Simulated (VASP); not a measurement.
# Ir12O in VASP: single point with PBE+D3(BJ)

Aim: the single point of Ir12O with PBE+D3(BJ).

Program: VASP 6.6.1. These are calculated values, not measurements. Logs are shortened: lines on timing, memory, paths and dates and some standing lists are left out, and cuts for length are marked.

**1. The cell of the first run**

The cell holds a slab with vacuum, 13 atoms: a = 5.431 Å, b = 5.431 Å, c = 21.001 Å, α = 90.00°, β = 90.00°, γ = 90.00°.

**2. Single point, PBE+D3(BJ)**

INCAR reads:

```
SYSTEM = Ir12O
PREC = Accurate ; ENCUT = 520
EDIFF = 1E-6 ; ISMEAR = 0
SIGMA = 0.1 ; LREAL = .False.
LASPH = .True. ; NELM = 80
ALGO = Normal ; ISIF = 2
LWAVE = .False. ; LCHARG = .False.
LDIPOL = .True. ; IDIPOL = 3
DIPOL = 0.5 0.5 0.295 ; GGA = PE
IVDW = 12 ; NBANDS = 69
```

KPOINTS reads:

```
Automatic mesh
0
Gamma
  5 5 1
  0 0 0
```

POSCAR reads:

```
Ir12O
1.0
    5.4309029918      0.0000000000      0.0000000000
    0.0000000000      5.4309029918      0.0000000000
    0.0000000000      0.0000000000     21.0013955423
Ir O
12 1
Direct
    0.2500000000      0.2500000000      0.1904635333
    0.2500000000      0.7500000000      0.1904635333
    0.7500000000      0.2500000000      0.1904635333
    0.7500000000      0.7500000000      0.1904635333
    0.0000000000      0.0000000000      0.2785823619
    0.0000000000      0.5000000000      0.2785823619
    0.5000000000      0.0000000000      0.2785823619
    0.5000000000      0.5000000000      0.2785823619
    0.2500000000      0.2500000000      0.3667087517
    0.2500000000      0.7500000000      0.3667087517
    0.7500000000      0.2500000000      0.3667087517
    0.7500000000      0.7500000000      0.3667087517
    0.2500000000      0.3333333333      0.4857484600
```

Potentials or basis: VASP PAW PBE potentials, release 64 (Ir, O).

Started as:

```sh
$ cat potpaw_PBE.64/Ir/POTCAR potpaw_PBE.64/O/POTCAR > POTCAR
$ mpirun -np 1 vasp_std > vasp.out
```

OUTCAR:

```text
SYSTEM = Ir12O
   PREC = Accurate
   ENCUT = 520
   EDIFF = 1E-6
   ISMEAR = 0
   LREAL = .False.
   LASPH = .True.
   NELM = 80
   ISIF = 2
   GGA = PE
   IVDW = 12
 IVDW          = 12

 ion  position               nearest neighbor table
   1  0.250  0.250  0.190-   5 2.67   6 2.67   7 2.67   8 2.67   2 2.72   3 2.72   2 2.72   3 2.72

   2  0.250  0.750  0.190-   5 2.67   6 2.67   7 2.67   8 2.67   1 2.72   4 2.72   1 2.72   4 2.72

   3  0.750  0.250  0.190-   5 2.67   6 2.67   7 2.67   8 2.67   1 2.72   4 2.72   4 2.72   1 2.72
[... 15 lines left out ...]
  11  0.750  0.250  0.367-   5 2.67   6 2.67   7 2.67   8 2.67   9 2.72  12 2.72  12 2.72   9 2.72

  12  0.750  0.750  0.367-   5 2.67   6 2.67   7 2.67   8 2.67  10 2.72  11 2.72  11 2.72  10 2.72

  13  0.250  0.333  0.486-   9 2.54

  LATTYP: Found a simple tetragonal cell.
 ALAT       =     5.4309029918
 C/A-ratio  =     3.8670172481

  Lattice vectors:

 A1 = (   5.4309029918,   0.0000000000,   0.0000000000)
 A2 = (   0.0000000000,   5.4309029918,   0.0000000000)
 A3 = (   0.0000000000,   0.0000000000,  21.0013955423)

Analysis of symmetry for initial positions (statically):
=====================================================================
 Subroutine PRICEL returns:
 Original cell was already a primitive cell.

 Routine SETGRP: Setting up the symmetry group for a
 simple tetragonal supercell.

 Subroutine GETGRP returns: Found  2 space group operations
 (whereof  1 operations were pure point group operations)
 out of a pool of 16 trial point group operations.

The static configuration has the point symmetry C_1 .
 The point group associated with its full space group is C_1h.

Analysis of symmetry for dynamics (positions and initial velocities):
=====================================================================
 Subroutine PRICEL returns:
 Original cell was already a primitive cell.

 Routine SETGRP: Setting up the symmetry group for a
 simple tetragonal supercell.

 Subroutine GETGRP returns: Found  2 space group operations
 (whereof  1 operations were pure point group operations)
 out of a pool of 16 trial point group operations.

The dynamic configuration has the point symmetry C_1 .
 The point group associated with its full space group is C_1h.

 Subroutine INISYM returns: Found  2 space group operations
 (whereof  1 operations are pure point group operations),
 and found     1 'primitive' translations

----------------------------------------------------------------------------------------

                                     Primitive cell

  volume of cell :     619.4300

  direct lattice vectors                    reciprocal lattice vectors
     5.430902992  0.000000000  0.000000000     0.184131442  0.000000000  0.000000000
     0.000000000  5.430902992  0.000000000     0.000000000  0.184131442  0.000000000
     0.000000000  0.000000000 21.001395542     0.000000000  0.000000000  0.047615883

  length of vectors
     5.430902992  5.430902992 21.001395542     0.184131442  0.184131442  0.047615883

  position of ions in fractional coordinates (direct lattice)
     0.250000000  0.250000000  0.190463533
     0.250000000  0.750000000  0.190463533
     0.750000000  0.250000000  0.190463533
     0.750000000  0.750000000  0.190463533
     0.000000000  0.000000000  0.278582362
     0.000000000  0.500000000  0.278582362
     0.500000000  0.000000000  0.278582362
     0.500000000  0.500000000  0.278582362
     0.250000000  0.250000000  0.366708752
     0.250000000  0.750000000  0.366708752
     0.750000000  0.250000000  0.366708752
     0.750000000  0.750000000  0.366708752
     0.250000000  0.333333333  0.485748460

  ion indices of the primitive-cell ions
   primitive index   ion index
                 1           1
                 2           2
                 3           3
                 4           4
                 5           5
                 6           6
                 7           7
                 8           8
                 9           9
                10          10
                11          11
                12          12
                13          13

----------------------------------------------------------------------------------------

 KPOINTS: Automatic mesh

Automatic generation of k-mesh.
 Grid dimensions read from file:
 generate k-points for:    5    5    1

 Generating k-lattice:

  Cartesian coordinates                     Fractional coordinates (reciprocal lattice)
     0.036826288  0.000000000  0.000000000     0.200000000  0.000000000  0.000000000
     0.000000000  0.036826288  0.000000000     0.000000000  0.200000000  0.000000000
     0.000000000  0.000000000  0.047615883     0.000000000  0.000000000  1.000000000

  Length of vectors
     0.036826288  0.036826288  0.047615883

  Shift w.r.t. Gamma in fractional coordinates (k-lattice)
     0.000000000  0.000000000  0.000000000

 Subroutine IBZKPT returns following result:
 ===========================================

 Found      9 irreducible k-points:

 Following reciprocal coordinates:
            Coordinates               Weight
  0.000000  0.000000  0.000000      1.000000
  0.200000  0.000000  0.000000      2.000000
  0.000000  0.200000  0.000000      2.000000
  0.400000  0.000000  0.000000      2.000000
  0.000000  0.400000  0.000000      2.000000
  0.200000  0.200000  0.000000      4.000000
  0.400000  0.200000  0.000000      4.000000
 -0.200000  0.400000  0.000000      4.000000
  0.400000  0.400000  0.000000      4.000000
   k-points           NKPTS =      9   k-points in BZ     NKDIM =      9   number of bands    NBANDS=     69
   number of dos      NEDOS =    301   number of ions     NIONS =     13
   total plane-waves  NPLWV = 256000
   dimension x,y,z NGX =    40 NGY =   40 NGZ =  160
   dimension x,y,z NGXF=    80 NGYF=   80 NGZF=  320
   ions per type =              12   1
   NGX,Y,Z   is equivalent  to a cutoff of  12.24, 12.24, 12.67 a.u.
   NGXF,Y,Z  is equivalent  to a cutoff of  24.49, 24.49, 25.33 a.u.
 SYSTEM =  Ir12O
   PREC   = accura    normal or accurate (medium, high low for compatibility)
   ISTART =      0    job   : 0-new  1-cont  2-samecut
   ICHARG =      2    charge: 1-file 2-atom 10-const
   ISPIN  =      1    spin polarized calculation?
   LNONCOLLINEAR =      F non collinear calculations
   LSORBIT =      F    spin-orbit coupling
   LASPH  =      T    aspherical Exc in radial PAW
   ENCUT  =  520.0 eV  38.22 Ry    6.18 a.u.  10.10 10.10 39.05*2*pi/ulx,y,z
   NELM   =     80;   NELMIN=  2; NELMDL= -5     # of ELM steps
   EDIFF  = 0.1E-05   stopping-criterion for ELM
   LREAL  =      F    real-space projection
   EDIFFG = 0.1E-04   stopping-criterion for IOM
   NSW    =      0    number of steps for IOM
   IBRION =     -1    ionic relax: 0-MD 1-quasi-New 2-CG
   NFREE  =      0    steps in history (QN), initial steepest desc. (CG)
   ISIF   =      2    stress and relaxation
   ISYM   =      2    0-nonsym 1-usesym 2-fastsym
   POTIM  = 0.5000    time-step for ionic-motion
   TEBEG  =    0.0;   TEEND  =   0.0 temperature during run
   PSTRESS=    0.0 pullay stress
   NELECT =     114.0000    total number of electrons
   NUPDOWN=      -1.0000    fix difference up-down
   EMIN   =  10.00;   EMAX   =-10.00  energy-range for DOS
   EFERMI =   0.00;   METHOD = LEGACY
   ISMEAR =     0;   SIGMA  =   0.10  broadening in eV -4-tet -1-fermi 0-gaus
   EFERMI_NEDOS =   21; number of points for ismear=-14 and -15
   IALGO  =     38    algorithm
   IMIX   =      4    mixing-type and parameters
     AMIX     =   0.40;   BMIX     =  1.00
     AMIX_MAG =   1.60;   BMIX_MAG =  1.00
  volume/ion in A,a.u.               =      47.65       321.55
  Fermi-wavevector in a.u.,A,eV,Ry     =   0.931206  1.759724 11.798215  0.867144
  Thomas-Fermi vector in A             =   2.057675
   LORBIT       =      0    0 simple, 1 ext, 2 COOP (PROOUT), +10 PAW based schemes
   GGA     = PE    functional components
   LHFCALC =     F    Hartree Fock is set to
   AEXX    =    0.0000 exact exchange contribution
   IVDW    =    12    specifies the selected vdW correction
   LEPSILON=     F    determine dielectric tensor
   LRPA    =     F    only Hartree local field effects (RPA)
 non-spin polarized calculation
 Gauss-broadening in eV      SIGMA  =   0.10
  energy-cutoff  :      520.00
  volume of cell :      619.43
 maximum number of plane-waves:     16712
   NGX = 21   NGY = 21   NGZ = 79

 dipolmoment           0.000000      0.000000     -0.898608 electrons x Angstroem

 number of electron     113.9999981 magnetization

 dipolmoment           0.000000      0.000000      0.377998 electrons x Angstroem

 Free energy of the ion-electron system (eV)
  ---------------------------------------------------
  ext. energy  EPLUGINS =         0.00000000
  ---------------------------------------------------
  free energy    TOTEN  =       -98.99286248 eV

  energy without entropy =      -98.91835399  energy(sigma->0) =      -98.95560823

 E-fermi :  -1.7307     XC(G=0):  -4.9972

 val. band max:       -1.7308188148   @ k =   0.2000   0.2000   0.0000
 cond. band min:      -1.7152454102   @ k =   0.0000   0.2000   0.0000
 fundamental gap:      0.0155734046
 Fermi energy:        -1.7307258765

 k-point     1 :       0.0000    0.0000    0.0000
  band No.  band energies     occupation
      1     -17.0138      2.00000
      2     -11.6284      2.00000
      3      -9.1362      2.00000
      4      -9.1356      2.00000
      5      -9.0749      2.00000
      6      -8.9091      2.00000
[... 637 lines left out ...]
     68      -0.7365      0.00000
     69      -0.6798      0.00000

------------------------ aborting loop because EDIFF is reached ----------------------------------------

 vacuum level on the upper side and lower side of the slab       (xc-potential included)         1.123        -1.138

 Edisp (eV)   -5.50602

 E8    (eV) :    -2.6843

  FORCE on cell =-STRESS in cart. coord.  units (eV):
  Direction    XX          YY          ZZ          XY          YZ          ZX
  --------------------------------------------------------------------------------------
  -------------------------------------------------------------------------------------
  Total     -10.46072   -10.99821    -9.10048     0.00000    -0.54864     0.00000
  in kB     -27.05702   -28.44725   -23.53870     0.00000    -1.41907     0.00000
  external pressure =      -26.35 kB  Pullay stress =        0.00 kB

 VOLUME and BASIS-vectors are now :
 -----------------------------------------------------------------------------
  energy-cutoff  :      520.00
  volume of cell :      619.43
      direct lattice vectors                 reciprocal lattice vectors
     5.430902992  0.000000000  0.000000000     0.184131442  0.000000000  0.000000000
     0.000000000  5.430902992  0.000000000     0.000000000  0.184131442  0.000000000
     0.000000000  0.000000000 21.001395542     0.000000000  0.000000000  0.047615883

 POSITION                                       TOTAL-FORCE (eV/Angst)
 -----------------------------------------------------------------------------------
      1.35773      1.35773      4.00000         0.000000     -0.024519      0.090500
      1.35773      4.07318      4.00000         0.000000      0.017545     -0.040327
      4.07318      1.35773      4.00000         0.000000     -0.026713     -0.069248
      4.07318      4.07318      4.00000         0.000000     -0.073958     -0.218098
      0.00000      0.00000      5.85062         0.157617      0.160237      0.134677
      0.00000      2.71545      5.85062         0.133238     -0.109207     -0.033386
      2.71545      0.00000      5.85062        -0.157617      0.160237      0.134677
      2.71545      2.71545      5.85062        -0.133238     -0.109207     -0.033386
      1.35773      1.35773      7.70140         0.000000      0.429092      3.243029
      1.35773      4.07318      7.70140         0.000000     -0.122431      0.347084
      4.07318      1.35773      7.70140         0.000000     -0.014375      0.191191
      4.07318      4.07318      7.70140         0.000000      0.017136      0.042444
      1.35773      1.81030     10.20140         0.000000     -0.303838     -3.789159
 -----------------------------------------------------------------------------------
    total drift:                                0.000000     -0.000252     -0.000200

  FREE ENERGIE OF THE ION-ELECTRON SYSTEM (eV)
  ---------------------------------------------------
  free  energy   TOTEN  =      -104.4988850044 eV

  energy  without entropy=     -104.4243765116  energy(sigma->0) =     -104.46163076

 vacuum level on the upper side and lower side of the slab         5.896         3.577
```

It took 12 min on 1 thread of AMD EPYC 9R45 (Zen 5), shared host; peak memory 0.68 GiB.

Results:

```yaml
Free_energy: -104.4989 eV
Largest_force: 3.801 eV/Å
Band_gap_on_the_k_mesh: zero (band 57 reaches -1.09 eV, above the bottom of band 58 at -2.21 eV)
Dispersion_energy_per_atom: -0.424 eV
```

Forces in eV/Å, atoms in the order of the input:
```
Ir   0.000 -0.025  0.090
Ir   0.000  0.018 -0.040
Ir   0.000 -0.027 -0.069
Ir   0.000 -0.074 -0.218
Ir   0.158  0.160  0.135
Ir   0.133 -0.109 -0.033
Ir  -0.158  0.160  0.135
Ir  -0.133 -0.109 -0.033
Ir   0.000  0.429  3.243
Ir   0.000 -0.122  0.347
Ir   0.000 -0.014  0.191
Ir   0.000  0.017  0.042
O    0.000 -0.304 -3.789
```

Caveat: spin-orbit coupling is left out, which moves the levels of the heavy elements.
